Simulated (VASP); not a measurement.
Sr:

```xyz
1
Lattice="0.0000 3.0423 3.0423 3.0423 0.0000 3.0423 3.0423 3.0423 0.0000" Properties=species:S:1:pos:R:3 pbc="T T T"
Sr    0.0000    0.0000    0.0000
```

| Item | Value |
| --- | --- |
| Program | VASP 6.6.1 |
| Task | relaxation of cell and atoms |
| Functional | PBEsol |
| Potentials or basis | VASP PAW PBE potentials, release 64 (Sr_sv) |
| Cutoff | 600 eV |
| k mesh | 7 × 7 × 7 |
| Occupations | fermi-dirac, width 0.05 eV |
| Spin | no spin polarisation |

At the start: pressure -0.8 GPa; volume 56.32 Å³/atom.

How do energy, volume and symmetry change on relaxing?

Over 3 steps the energy falls by 11.9 meV/atom and the volume is 51.85 Å³/atom (-7.9 %); space group Fm-3m (No. 225, to 0.05 Å).

Step by step:
| step | energy change (eV) | largest force (eV/Å) | pressure (GPa) | volume (Å³) |
| --- | --- | --- | --- | --- |
| 1 | 0.0000 | 0.0000 | -0.84 | 56.32 |
| 2 | -0.0093 | 0.0000 | -0.42 | 53.95 |
| 3 | -0.0119 | 0.0000 | 0.03 | 51.85 |

Final structure:
```
Sr
1.0
     0.00000    2.95968    2.95968
     2.95968    0.00000    2.95968
     2.95968    2.95968    0.00000
Sr
1
Direct
  0.00000 0.00000 0.00000
```

Caveat: the PAW data sets were made with another functional, which shifts forces and pressure a little.
